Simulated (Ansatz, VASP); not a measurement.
## Two plane-wave programs on Si

```
CELL_PARAMETERS angstrom
0.00000 5.43000 5.43000
5.43000 0.00000 5.43000
5.43000 5.43000 0.00000
ATOMIC_POSITIONS crystal
Si 0.01848 0.99357 0.99393
Si 0.16614 0.10685 0.10742
Si 0.00148 0.98994 0.50125
Si 0.12272 0.11990 0.62259
Si 0.00152 0.50079 0.99040
Si 0.12264 0.62223 0.12037
Si 0.99178 0.49110 0.49156
Si 0.11598 0.61527 0.61575
Si 0.52458 0.02397 0.02438
Si 0.65160 0.15126 0.15148
Si 0.49407 0.99353 0.51836
Si 0.60764 0.10680 0.66595
Si 0.49398 0.51811 0.99380
Si 0.60754 0.66555 0.10727
Si 0.49062 0.50080 0.50129
Si 0.62059 0.62219 0.62247
Si 0.78879 0.28835 0.28865
```

Alike in both runs: functional PBEsol; k mesh 2 × 2 × 2; occupations gaussian, width 0.05 eV; no spin polarisation.

Ansatz relaxed the structure, and its values are those at the end. VASP's run is a single point on that final structure, the one shown.

```csv
,VASP,Ansatz
version,VASP 6.6.1,Ansatz 0.2.0
potentials or method,"VASP PAW PBE potentials, release 64 (Si), cutoff 520 eV","scalar-relativistic, plane waves, PAW"
valence electrons in the cell,68,68
```

|  | VASP | Ansatz | Ansatz less VASP |
| --- | --- | --- | --- |
| rms of the force components (eV/Å) | 0.004 | 0.004 | -0.0004 |

VASP's potentials were made for PBE, not for PBEsol, and Ansatz warns of the same on its side.

The k mesh is coarse, so the values compare programs but aren't converged.
